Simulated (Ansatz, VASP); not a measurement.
## Ta2H5: VASP beside Ansatz

```xyz
7
Lattice="3.5775 0.0000 0.0000 0.0000 3.5775 0.0000 0.0000 0.0000 5.7344" Properties=species:S:1:pos:R:3 pbc="T T T"
Ta    1.7888    0.0000    2.8672
Ta    0.0000    1.7888    2.8672
H     1.7888    0.0000    0.0000
H     0.0000    1.7888    0.0000
H     0.0000    0.0000    2.3517
H     0.0000    0.0000    3.3827
H     1.7888    1.7888    0.0000
```

Alike in both runs: task single point; functional PBE; k mesh 6 × 6 × 4; occupations gaussian, width 0.1 eV; no spin polarisation.

```csv
,VASP,Ansatz
version,VASP 6.6.1,Ansatz 0.2.0
potentials or method,"VASP PAW PBE potentials, release 64 (Ta_pv, H), cutoff 520 eV","scalar-relativistic, plane waves, PAW"
valence electrons in the cell,27,31
```

```tsv
	VASP	Ansatz	Ansatz less VASP
gap on the k mesh at the Fermi level (eV)	none	none	-
pressure (GPa)	16.2	16.0	-0.25
traceless stress, the component that is largest in VASP (GPa)	-26.07	-25.74	+0.324
rms of the force components (eV/Å)	1.345	1.343	-0.0026
```

Atom by atom the forces differ by 0.003 eV/Å (rms over components). A gap of «none» marks a metal or a gap that the smearing closes. VASP's potentials hold 27 valence electrons a cell and Ansatz's 31, so a difference there can come from the potentials and not from the codes.

Spin-orbit coupling is off throughout.
